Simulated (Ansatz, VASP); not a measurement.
NaH: VASP beside Ansatz

Contents of INCAR:

```
PREC     = Accurate       # precision mode
ENCUT    = 520            # plane-wave cutoff, eV
EDIFF    = 1E-6           # SCF threshold, eV
ISMEAR   = -1             # smearing method
SIGMA    = 0.03           # smearing width, eV
LREAL    = False          # projectors in reciprocal space
LASPH    = True           # aspherical terms in the spheres
NELM     = 80             # most SCF steps
ALGO     = Normal         # electronic algorithm
ISIF     = 2              # what is computed and relaxed
LWAVE    = False          # write WAVECAR
LCHARG   = False          # write CHGCAR
GGA      = PS             # functional
NBANDS   = 11             # bands
```

KPOINTS

```
Automatic mesh
0
Gamma
  9 9 9
```

The input POSCAR:

```
NaH
1.0
    0.0000000000      2.4878552867      2.4878552867
    2.4878552867      0.0000000000      2.4878552867
    2.4878552867      2.4878552867      0.0000000000
Na H
1 1
Direct
    0.0000000000      0.0000000000      0.0000000000
    0.5000000000      0.5000000000      0.5000000000
```

Input for Ansatz:

```yaml
crystal:
  lattice:
    - [0.0, 2.4878552867, 2.4878552867]
    - [2.4878552867, 0.0, 2.4878552867]
    - [2.4878552867, 2.4878552867, 0.0]
  atoms:
    - { symbol: Na, position: [0.0, 0.0, 0.0] }
    - { symbol: H, position: [0.5, 0.5, 0.5] }
kpoints:
  mp_grid: { grid: [9, 9, 9] }
  band_path:
    path:
      - [0.0, 0.0, 0.0]
      - [0.5, 0.0, 0.5]
      - [0.625, 0.25, 0.625]
      - [0.375, 0.375, 0.75]
      - [0.0, 0.0, 0.0]
      - [0.5, 0.5, 0.5]
      - [0.5, 0.25, 0.75]
      - [0.5, 0.0, 0.5]
    npoints: 5
scf:
  occupations: { method: fermi_dirac, width: 0.03 }
hamiltonian:
  xc: pbesol
  pseudopotentials: { kind: all_electron, lapw: { basis_error: 0.001 } }
output:
  forces: true
  stress: true
  eigenvalues: true
```

Change from the starting cell: volume scaled by 1.06.

Alike in both runs: task single point; functional PBEsol; k mesh 9 × 9 × 9; occupations fermi-dirac, width 0.03 eV; no spin polarisation.

```csv
,VASP,Ansatz
version,VASP 6.6.1,Ansatz 0.2.0
potentials or method,"VASP PAW PBE potentials, release 64 (Na_pv, H), cutoff 520 eV","all-electron LAPW, scalar-relativistic"
```

|  | VASP | Ansatz | Ansatz less VASP |
| --- | --- | --- | --- |
| gap on the k mesh at the Fermi level (eV) | 3.72 | 3.72 | +0.002 |
| pressure (GPa) | -2.2 | -2.2 | +0.03 |

VASP's potentials were made for PBE, not for PBEsol. Ansatz ran all-electron here, and VASP with PAW potentials.
